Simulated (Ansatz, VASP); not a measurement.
# TaN: VASP beside Ansatz

```
Ta N
1.0
     2.93800    0.00000    0.00000
    -1.46900    2.54438    0.00000
     0.00000    0.00000    2.82534
Ta N
1 1
Direct
  0.33333 0.66667 0.50000
  0.00000 0.00000 0.00000
```

Change from the starting cell: zz strain of -2 %, PAW files.

Alike in both runs: task electric field gradients; functional LDA; k mesh 12 × 12 × 10; occupations fermi-dirac, width 0.02 eV; no spin polarisation.

|  | VASP | Ansatz |
| --- | --- | --- |
| version | VASP 6.6.1 | Ansatz 0.2.0 |
| potentials or method | VASP PAW LDA potentials, release 64 (Ta_pv, N) | PAW with Ansatz's default frozen-core files, scalar-relativistic |
| plane-wave cutoff (eV) | 520 | 420 |
| valence electrons in the cell | 16 | 18 |

```tsv
	VASP	Ansatz	Ansatz less VASP
pressure (GPa)	-1.9	-3.9	-1.93
traceless stress, the component that is largest in VASP (GPa)	8.64	8.47	-0.172
size of Vzz on the site where it differs most (V/Å²)	1.1	31.8	+30.73
```

LDA's correlation is that of Perdew and Zunger in VASP and of Perdew and Wang (1992) in Ansatz. VASP's potentials hold 16 valence electrons a cell and Ansatz's 18, so a difference there can come from the potentials and not from the codes.

Spin-orbit coupling is off throughout.
